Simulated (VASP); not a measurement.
## Ba2SeS: single point with r2SCAN

The system is Ba2SeS.

```xyz
4
Lattice="4.6245 0.0000 0.0000 0.0000 4.6245 0.0000 0.0000 0.0000 6.5412" Properties=species:S:1:pos:R:3 pbc="T T T"
S     0.0000    0.0000    0.0000
Ba    0.0000    0.0000    3.2706
Ba    2.3122    2.3122    0.0000
Se    2.3122    2.3122    3.2706
```

```json
{
 "Program": "VASP 6.6.1",
 "Task": "single point",
 "Functional": "r2SCAN",
 "Potentials or basis": "VASP PAW PBE potentials, release 64 (S, Ba_sv, Se)",
 "Cutoff": "520 eV",
 "k mesh": "4 × 4 × 2",
 "Occupations": "gaussian, width 0.01 eV",
 "Spin": "no spin polarisation",
 "Dipole correction": "no",
 "Further INCAR settings": "ALGO = Normal; EDIFF = 1e-06; NBANDS = 24"
}
```

* Pressure: 0.7 GPa
* Band gap on the k mesh: 2.37 eV, direct

Stress tensor (GPa, compression positive):
```
0.48 0.00 0.00
0.00 0.48 0.00
0.00 0.00 1.27
```

Levels at points of the mesh, in eV from the valence-band top:
```
           k point  band 12  band 13  band 14  band 15  band 16  band 17  band 18  band 19  band 20  band 21
(0.00, 0.00, 0.00)    -0.20    -0.20    -0.01     0.00     0.00     2.37     3.82     4.11     4.11     4.12
(0.50, 0.00, 0.00)    -1.50    -1.04    -0.94    -0.53    -0.52     4.64     4.89     5.50     5.51     5.54
(0.50, 0.50, 0.00)    -0.68    -0.22    -0.20    -0.20    -0.18     2.37     2.37     6.13     6.18     6.24
(0.00, 0.00, 0.50)    -1.24    -0.22    -0.22    -0.17    -0.17     2.95     3.16     4.94     4.95     5.47
(0.50, 0.00, 0.50)    -1.92    -1.12    -1.07    -1.04    -1.01     5.71     5.77     5.77     5.87     6.41
(0.50, 0.50, 0.50)    -1.06    -0.61    -0.61    -0.58    -0.58     4.42     4.42     4.64     4.64     6.49
```

Run time: 58 s on 1 thread of Intel(R) Xeon(R) 6975P-C (Granite Rapids), with other jobs on the host, peak memory 0.28 GiB.

Caveat: the k points lie up to 0.48 Å⁻¹ apart; the PAW data sets were made with another functional, which shifts forces and pressure a little; spin-orbit coupling is left out, which moves the levels of the heavy elements. r2SCAN opens gaps a little over a GGA but as a rule still falls short of measured ones.
